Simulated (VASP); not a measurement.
# Au (Fm-3m) in VASP: a series of runs

Runs on Au. Level: PBE. Tasks: single point, relaxation of cell and atoms.

All numbers are computed with VASP 6.6.1; they aren't measurements. Logs are shortened: lines on timing, memory, paths and dates and some standing lists are left out, and cuts for length are marked.

## Step 1: The cell of the first run

The structure is cubic, space group Fm-3m (No. 225). Conventional cell: a = 4.157 Å, b = 4.157 Å, c = 4.157 Å, α = 90.00°, β = 90.00°, γ = 90.00°. Within 3.9 Å of Au (site symmetry m-3m) lie 12 Au at 2.94 Å.

## Step 2: Single point, PBE

INCAR reads:

```
SYSTEM = Au
PREC = Accurate
ENCUT = 500
EDIFF = 1E-6
ISMEAR = -1
SIGMA = 0.1
LREAL = .False.
LASPH = .True.
NELM = 120
ALGO = Normal
ISIF = 2
LWAVE = .False.
LCHARG = .False.
GGA = PE
NBANDS = 12
GGA_COMPAT = .False.
```

KPOINTS reads:

```
Automatic mesh
0
Gamma
  11 11 11
  0 0 0
```

POSCAR reads:

```
Au
1.0
    0.0000000000      2.0786117134      2.0786117134
    2.0786117134      0.0000000000      2.0786117134
    2.0786117134      2.0786117134      0.0000000000
Au
1
Direct
    0.0000000000      0.0000000000      0.0000000000
```

Potentials or basis: VASP PAW PBE potentials, release 64 (Au).

Run with:

```sh
cat potpaw_PBE.64/Au/POTCAR > POTCAR
mpirun -np 1 vasp_std > vasp.out
```

OUTCAR:

```text
SYSTEM = Au
   PREC = Accurate
   ENCUT = 500
   EDIFF = 1E-6
   ISMEAR = -1
   LREAL = .False.
   LASPH = .True.
   NELM = 120
   ISIF = 2
   GGA = PE

 ion  position               nearest neighbor table
   1  0.000  0.000  0.000-

  LATTYP: Found a face centered cubic cell.
 ALAT       =     4.1572234268

  Lattice vectors:

 A1 = (   0.0000000000,   2.0786117134,   2.0786117134)
 A2 = (   2.0786117134,   0.0000000000,   2.0786117134)
 A3 = (   2.0786117134,   2.0786117134,   0.0000000000)

Analysis of symmetry for initial positions (statically):
=====================================================================
 Subroutine PRICEL returns:
 Original cell was already a primitive cell.

 Routine SETGRP: Setting up the symmetry group for a
 face centered cubic supercell.

 Subroutine GETGRP returns: Found 48 space group operations
 (whereof 48 operations were pure point group operations)
 out of a pool of 48 trial point group operations.

The static configuration has the point symmetry O_h .

Analysis of symmetry for dynamics (positions and initial velocities):
=====================================================================
 Subroutine PRICEL returns:
 Original cell was already a primitive cell.

 Routine SETGRP: Setting up the symmetry group for a
 face centered cubic supercell.

 Subroutine GETGRP returns: Found 48 space group operations
 (whereof 48 operations were pure point group operations)
 out of a pool of 48 trial point group operations.

The dynamic configuration has the point symmetry O_h .

 Subroutine INISYM returns: Found 48 space group operations
 (whereof 48 operations are pure point group operations),
 and found     1 'primitive' translations

----------------------------------------------------------------------------------------

                                     Primitive cell

  volume of cell :      17.9618

  direct lattice vectors                    reciprocal lattice vectors
     0.000000000  2.078611713  2.078611713    -0.240545166  0.240545166  0.240545166
     2.078611713  0.000000000  2.078611713     0.240545166 -0.240545166  0.240545166
     2.078611713  2.078611713  0.000000000     0.240545166  0.240545166 -0.240545166

  length of vectors
     2.939600876  2.939600876  2.939600876     0.416636449  0.416636449  0.416636449

  position of ions in fractional coordinates (direct lattice)
     0.000000000  0.000000000  0.000000000

  ion indices of the primitive-cell ions
   primitive index   ion index
                 1           1

----------------------------------------------------------------------------------------

 KPOINTS: Automatic mesh

Automatic generation of k-mesh.
 Grid dimensions read from file:
 generate k-points for:   11   11   11

 Generating k-lattice:

  Cartesian coordinates                     Fractional coordinates (reciprocal lattice)
    -0.021867742  0.021867742  0.021867742     0.090909091  0.000000000  0.000000000
     0.021867742 -0.021867742  0.021867742     0.000000000  0.090909091  0.000000000
     0.021867742  0.021867742 -0.021867742     0.000000000  0.000000000  0.090909091

  Length of vectors
     0.037876041  0.037876041  0.037876041

  Shift w.r.t. Gamma in fractional coordinates (k-lattice)
     0.000000000  0.000000000  0.000000000

 Subroutine IBZKPT returns following result:
 ===========================================

 Found     56 irreducible k-points:

 Following reciprocal coordinates:
            Coordinates               Weight
  0.000000  0.000000  0.000000      1.000000
  0.090909  0.000000  0.000000      8.000000
  0.181818  0.000000  0.000000      8.000000
  0.272727  0.000000  0.000000      8.000000
  0.363636  0.000000  0.000000      8.000000
  0.454545  0.000000  0.000000      8.000000
[... 16 lines left out ...]
 -0.272727  0.181818  0.000000     24.000000
 -0.181818  0.181818  0.000000     12.000000
 [... further k-points ...]
   k-points           NKPTS =     56   k-points in BZ     NKDIM =     56   number of bands    NBANDS=     12
   number of dos      NEDOS =    301   number of ions     NIONS =      1
   total plane-waves  NPLWV =  13824
   dimension x,y,z NGX =    24 NGY =   24 NGZ =   24
   dimension x,y,z NGXF=    48 NGYF=   48 NGZF=   48
   ions per type =               1
   NGX,Y,Z   is equivalent  to a cutoff of  13.57, 13.57, 13.57 a.u.
   NGXF,Y,Z  is equivalent  to a cutoff of  27.15, 27.15, 27.15 a.u.
 SYSTEM =  Au
   PREC   = accura    normal or accurate (medium, high low for compatibility)
   ISTART =      0    job   : 0-new  1-cont  2-samecut
   ICHARG =      2    charge: 1-file 2-atom 10-const
   ISPIN  =      1    spin polarized calculation?
   LNONCOLLINEAR =      F non collinear calculations
   LSORBIT =      F    spin-orbit coupling
   LASPH  =      T    aspherical Exc in radial PAW
   ENCUT  =  500.0 eV  36.75 Ry    6.06 a.u.   5.36  5.36  5.36*2*pi/ulx,y,z
   NELM   =    120;   NELMIN=  2; NELMDL= -5     # of ELM steps
   EDIFF  = 0.1E-05   stopping-criterion for ELM
   LREAL  =      F    real-space projection
   EDIFFG = 0.1E-04   stopping-criterion for IOM
   NSW    =      0    number of steps for IOM
   IBRION =     -1    ionic relax: 0-MD 1-quasi-New 2-CG
   NFREE  =      0    steps in history (QN), initial steepest desc. (CG)
   ISIF   =      2    stress and relaxation
   ISYM   =      2    0-nonsym 1-usesym 2-fastsym
   POTIM  = 0.5000    time-step for ionic-motion
   TEBEG  =    0.0;   TEEND  =   0.0 temperature during run
   PSTRESS=    0.0 pullay stress
   NELECT =      11.0000    total number of electrons
   NUPDOWN=      -1.0000    fix difference up-down
   EMIN   =  10.00;   EMAX   =-10.00  energy-range for DOS
   EFERMI =   0.00;   METHOD = LEGACY
   ISMEAR =    -1;   SIGMA  =   0.10  broadening in eV -4-tet -1-fermi 0-gaus
   EFERMI_NEDOS =   21; number of points for ismear=-14 and -15
   IALGO  =     38    algorithm
   IMIX   =      4    mixing-type and parameters
     AMIX     =   0.40;   BMIX     =  1.00
     AMIX_MAG =   1.60;   BMIX_MAG =  1.00
  volume/ion in A,a.u.               =      17.96       121.21
  Fermi-wavevector in a.u.,A,eV,Ry     =   1.390238  2.627168 26.296803  1.932761
  Thomas-Fermi vector in A             =   2.514192
   LORBIT       =      0    0 simple, 1 ext, 2 COOP (PROOUT), +10 PAW based schemes
   GGA     = PE    functional components
   LHFCALC =     F    Hartree Fock is set to
   AEXX    =    0.0000 exact exchange contribution
   IVDW    =     0    specifies the selected vdW correction
   LEPSILON=     F    determine dielectric tensor
   LRPA    =     F    only Hartree local field effects (RPA)
 non-spin polarized calculation
  energy-cutoff  :      500.00
  volume of cell :       17.96
 maximum number of plane-waves:       470
 NGX is ok and might be reduce to    24
   NGX = 11   NGY = 11   NGZ = 11

 number of electron      11.0000002 magnetization

 Free energy of the ion-electron system (eV)
  ---------------------------------------------------
  ext. energy  EPLUGINS =         0.00000000
  ---------------------------------------------------
  free energy    TOTEN  =        -3.23161056 eV

  energy without entropy =       -3.22491299  energy(sigma->0) =       -3.22826178

 E-fermi :   8.7061     XC(G=0): -12.4035

 val. band max:        8.5493895849   @ k =   0.4545   0.3636   0.0000
 cond. band min:       8.8632783133   @ k =  -0.4545   0.0909   0.0000
 fundamental gap:      0.3138887284
 Fermi energy:         8.7061101929

 k-point     1 :       0.0000    0.0000    0.0000
  band No.  band energies     occupation
      1      -0.6899      2.00000
      2       4.2020      2.00000
      3       4.2020      2.00000
      4       4.2020      2.00000
      5       5.5808      2.00000
      6       5.5808      2.00000
      7      23.2037      0.00000
      8      26.8992      0.00000
      9      26.8992      0.00000
     10      26.8992      0.00000
     11      31.6421      0.00000
     12      35.7255      0.00000

 k-point     2 :       0.0909    0.0000    0.0000
  band No.  band energies     occupation
      1      -0.4172      2.00000
      2       4.1223      2.00000
      3       4.2893      2.00000
      4       4.2893      2.00000
      5       5.5456      2.00000
      6       5.5456      2.00000
      7      23.4675      0.00000
      8      25.2763      0.00000
      9      27.1899      0.00000
     10      27.1899      0.00000
     11      32.2039      0.00000
     12      34.2712      0.00000

 k-point     3 :       0.1818    0.0000    0.0000
  band No.  band energies     occupation
      1       0.3339      2.00000
      2       3.9956      2.00000
      3       4.4470      2.00000
      4       4.4470      2.00000
      5       5.5520      2.00000
      6       5.5520      2.00000
      7      22.0029      0.00000
      8      24.2581      0.00000
      9      27.8487      0.00000
     10      27.8487      0.00000
     11      30.2141      0.00000
     12      32.1986      0.00000
[... 286 lines left out ...]
 k-point    23 :      -0.2727    0.1818    0.0000
  band No.  band energies     occupation
      1       2.4650      2.00000
      2       3.8719      2.00000
      3       4.2234      2.00000
      4       4.8264      2.00000
      5       5.5876      2.00000
      6       7.6625      1.99994
      7      16.7564      0.00000
      8      20.4727      0.00000
      9      24.8871      0.00000
     10      27.3251      0.00000
     11      29.5094      0.00000
     12      33.4047      0.00000

 k-point    24 :      -0.1818    0.1818    0.0000
  band No.  band energies     occupation
      1       1.7708      2.00000
      2       3.6562      2.00000
      3       4.3950      2.00000
      4       5.0015      2.00000
      5       5.0392      2.00000
      6       6.6923      2.00000
      7      19.6585      0.00000
      8      21.5091      0.00000
      9      26.0681      0.00000
     10      27.6194      0.00000
     11      29.7431      0.00000
     12      32.4092      0.00000

 [... further k-points ...]
[... 5 lines left out ...]
  --------------------------------------------------------------------------------------
  -------------------------------------------------------------------------------------
  Total       -0.0285248     -0.0285248     -0.0285248     -0.0000000     -0.0000000     -0.0000000
  in kB       -2.5443881     -2.5443881     -2.5443881     -0.0000000     -0.0000000     -0.0000000
  external PRESSURE =      -2.5443881 kB  Pullay stress =       0.0000000 kB

 VOLUME and BASIS-vectors are now :
 -----------------------------------------------------------------------------
  energy-cutoff  :      500.00
  volume of cell :       17.96
      direct lattice vectors                 reciprocal lattice vectors
     0.000000000  2.078611713  2.078611713    -0.240545166  0.240545166  0.240545166
     2.078611713  0.000000000  2.078611713     0.240545166 -0.240545166  0.240545166
     2.078611713  2.078611713  0.000000000     0.240545166  0.240545166 -0.240545166

 POSITION                                       TOTAL-FORCE (eV/Angst)
 -----------------------------------------------------------------------------------
      0.00000      0.00000      0.00000        -0.000000     -0.000000     -0.000000
 -----------------------------------------------------------------------------------
    total drift:                               -0.000000      0.000000     -0.000000

  FREE ENERGIE OF THE ION-ELECTRON SYSTEM (eV)
  ---------------------------------------------------
  free  energy   TOTEN  =        -3.2316105647 eV

  energy  without entropy=       -3.2249129932  energy(sigma->0) =       -3.22826178
```

Wall time 3.9 s (1 thread of Intel Xeon 6975P-C (Granite Rapids), shared host); peak memory 0.14 GiB.

Results:

- Free energy: -3.2316 eV
- Pressure: -0.3 GPa
- Band gap on the k mesh: zero (an odd number of electrons rules out a gap without spin polarisation)

Caveat: spin-orbit coupling is left out, which moves the levels of the heavy elements.

## Step 3: Relaxation of cell and atoms, PBE

This run uses another cell than the first one, of 16.85 Å³/atom.

INCAR reads:

```
SYSTEM = Au
PREC = Accurate ; ENCUT = 500
EDIFF = 1E-7 ; ISMEAR = -1
SIGMA = 0.1 ; LREAL = .FALSE.
LASPH = .TRUE. ; NELM = 120
ALGO = Normal ; ISIF = 3
LWAVE = .FALSE. ; LCHARG = .FALSE.
GGA = PE ; IBRION = 2
NSW = 80 ; EDIFFG = -0.02
GGA_COMPAT = .FALSE. ; NELMIN = 4
```

KPOINTS reads:

```
regular mesh
0
G
  11 11 11
  0 0 0
```

POSCAR reads:

```
Au
1.0
    0.0000000000      2.0350000000      2.0350000000
    2.0350000000      0.0000000000      2.0350000000
    2.0350000000      2.0350000000      0.0000000000
Au
1
Direct
    0.0000000000      0.0000000000      0.0000000000
```

Potentials or basis: VASP PAW PBE potentials, release 64 (Au).

Run with:

```sh
cat potpaw_PBE.64/Au/POTCAR > POTCAR
mpirun -np 1 vasp_std > vasp.out
```

OUTCAR:

```text
SYSTEM = Au
   PREC = Accurate
   ENCUT = 500
   EDIFF = 1E-7
   ISMEAR = -1
   LREAL = .FALSE.
   LASPH = .TRUE.
   NELM = 120
   ISIF = 3
   GGA = PE
   IBRION = 2
   NSW = 80
   EDIFFG = -0.02
   NELMIN = 4

 ion  position               nearest neighbor table
   1  0.000  0.000  0.000-

  LATTYP: Found a face centered cubic cell.
 ALAT       =     4.0700000000

  Lattice vectors:

 A1 = (   0.0000000000,   2.0350000000,   2.0350000000)
 A2 = (   2.0350000000,   0.0000000000,   2.0350000000)
 A3 = (   2.0350000000,   2.0350000000,   0.0000000000)

Analysis of symmetry for initial positions (statically):
=====================================================================
 Subroutine PRICEL returns:
[... 282 lines left out ...]

  energy without entropy =       -3.22417962  energy(sigma->0) =       -3.22752398

 E-fermi :   8.7268     XC(G=0): -12.4116

 val. band max:        8.5696772565   @ k =   0.4545   0.3636   0.0000
 cond. band min:       8.8821271047   @ k =  -0.4545   0.0909   0.0000
 fundamental gap:      0.3124498482
 Fermi energy:         8.7268153389

 k-point     1 :       0.0000    0.0000    0.0000
  band No.  band energies     occupation
      1      -0.6823      2.00000
      2       4.2167      2.00000
      3       4.2167      2.00000
      4       4.2167      2.00000
      5       5.5987      2.00000
      6       5.5987      2.00000
      7      23.2239      0.00000
      8      26.9271      0.00000
      9      26.9271      0.00000
[... 265 lines left out ...]
 k-point    24 :      -0.1818    0.1818    0.0000
  band No.  band energies     occupation
      1       1.7811      2.00000
      2       3.6694      2.00000
      3       4.4098      2.00000
      4       5.0179      2.00000
      5       5.0557      2.00000
      6       6.7125      2.00000
      7      19.6884      0.00000
      8      21.5416      0.00000
      9      26.0954      0.00000

 [... further k-points ...]
[... 5 lines left out ...]
  --------------------------------------------------------------------------------------
  -------------------------------------------------------------------------------------
  Total       -0.0036148     -0.0036148     -0.0036148     -0.0000000     -0.0000000      0.0000000
  in kB       -0.3228686     -0.3228686     -0.3228686     -0.0000000     -0.0000000      0.0000000
  external PRESSURE =      -0.3228686 kB  Pullay stress =       0.0000000 kB
[... 16 lines left out ...]
  FREE ENERGIE OF THE ION-ELECTRON SYSTEM (eV)
  ---------------------------------------------------
  free  energy   TOTEN  =        -3.2308683334 eV

  energy  without entropy=       -3.2241796179  energy(sigma->0) =       -3.22752398

 reached required accuracy - stopping structural energy minimisation
```

OSZICAR:

```text
N       E                     dE             d eps       ncg     rms          rms(c)
DAV:   1     0.418284729405E+02    0.41828E+02   -0.57119E+03  1096   0.105E+03
DAV:   2    -0.312244693446E+01   -0.44951E+02   -0.42664E+02  1055   0.199E+02
[... 28 lines left out ...]
   3 F= -.32308510E+01 E0= -.32275024E+01  d E =-.325145E-01
       N       E                     dE             d eps       ncg     rms          rms(c)
DAV:   1    -0.323106866447E+01   -0.21770E-03   -0.41540E-03  1023   0.718E-01    0.856E-02
DAV:   2    -0.323087429316E+01    0.19437E-03   -0.67519E-04  1018   0.250E-01    0.330E-02
DAV:   3    -0.323086721377E+01    0.70794E-05   -0.36573E-05  1027   0.550E-02    0.251E-02
DAV:   4    -0.323086833133E+01   -0.11176E-05   -0.14118E-06  1067   0.104E-02    0.664E-04
DAV:   5    -0.323086833335E+01   -0.20192E-08   -0.25399E-08   562   0.159E-03
   4 F= -.32308683E+01 E0= -.32275240E+01  d E =-.325318E-01
```

It took 8.9 s on 1 thread of Intel Xeon 6975P-C (Granite Rapids), shared host; peak memory 0.15 GiB.

Results:

| Quantity | Value |
| --- | --- |
| Free energy | -3.2309 eV |
| Relaxed volume | 17.94 Å³/atom |
| Relaxed cell | a = 2.938 Å, b = 2.938 Å, c = 2.938 Å, α = 60.00°, β = 60.00°, γ = 60.00° |
| Space group after relaxing (to 0.1 Å) | Fm-3m (No. 225) |
| Energy gained by relaxing | 32.5 meV/atom |
| Ionic steps | 4 |
| Pressure after relaxing | 0.0 GPa |
| Band gap on the k mesh | zero (an odd number of electrons rules out a gap without spin polarisation) |

Step by step:
```
step  energy change (eV)  largest force (eV/Å)  pressure (GPa)  volume (Å³)
   1              0.0000                0.0000           10.40        16.85
   2              0.0261                0.0000           -9.73        19.67
   3             -0.0325                0.0000           -0.20        17.96
   4             -0.0325                0.0000           -0.03        17.94
```

Final structure:
```
Au
1.0
     0.00000    2.07768    2.07768
     2.07768    0.00000    2.07768
     2.07768    2.07768    0.00000
Au
1
Direct
  0.00000 0.00000 0.00000
```

Levels at points of the mesh, in eV from the Fermi level:
| k point | band 3 | band 4 | band 5 | band 6 | band 7 | band 8 | band 9 |
| --- | --- | --- | --- | --- | --- | --- | --- |
| (0.00, 0.00, 0.00) | -4.51 | -4.51 | -3.13 | -3.13 | 14.50 | 18.20 | 18.20 |

Caveat: spin-orbit coupling is left out, which moves the levels of the heavy elements.
